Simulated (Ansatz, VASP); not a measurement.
This is a calculation of Zn for Ansatz 0.2.0.

Contents of input.yaml:

```yaml
crystal:
  lattice:
    - [-1.569037, 1.569037, 1.569037]
    - [1.569037, -1.569037, 1.569037]
    - [1.569037, 1.569037, -1.569037]
  atoms:
    - { symbol: Zn, position: [0.0, 0.0, 0.0] }
kpoints:
  mp_grid: { grid: [12, 12, 12] }
scf:
  occupations: { method: methfessel_paxton, width: 0.2 }
hamiltonian:
  xc: pbesol
  dispersion: d3bj
  pseudopotentials: { kind: all_electron, lapw: { basis_error: 0.001 } }
output:
  forces: true
  stress: true
  eigenvalues: true
```

Potentials or basis: all-electron LAPW, scalar-relativistic.

Command:

```bash
$ ansatz run input.yaml --threads 1 --pin off --max-ram 3072MiB --backend cpu --events-out ev --progress --plain --runs-dir out
```

Problem. Set up the same calculation for VASP 6.6.1. Potentials there: VASP PAW PBE potentials, release 64 (Zn).

Solution. As run (the cutoff follows the program's own potentials):

INCAR

```
PREC = Accurate
ENCUT = 520
EDIFF = 1E-6
ISMEAR = 1
SIGMA = 0.2
LREAL = False
LASPH = True
NELM = 80
ALGO = Normal
ISIF = 2
LWAVE = False
LCHARG = False
GGA = PS
IVDW = 12
NBANDS = 12
```

Contents of KPOINTS:

```
Automatic mesh
0
Gamma
  12 12 12
```

POSCAR

```
Zn
1.0
   -1.5690370000      1.5690370000      1.5690370000
    1.5690370000     -1.5690370000      1.5690370000
    1.5690370000      1.5690370000     -1.5690370000
Zn
1
Direct
    0.0000000000      0.0000000000      0.0000000000
```

Potentials or basis: VASP PAW PBE potentials, release 64 (Zn).

Launch:

```bash
$ cat potpaw_PBE.64/Zn/POTCAR > POTCAR
$ mpirun -np 1 vasp_std > vasp.out
```

Both were run:

|  | VASP | Ansatz | Ansatz less VASP |
| --- | --- | --- | --- |
| gap on the k mesh at the Fermi level (eV) | none | none | - |
| pressure (GPa) | -8.6 | -9.0 | -0.37 |

VASP's potentials were made for PBE, not for PBEsol. A gap of «none» marks a metal or a gap that the smearing closes. Ansatz ran all-electron here, and VASP with PAW potentials.
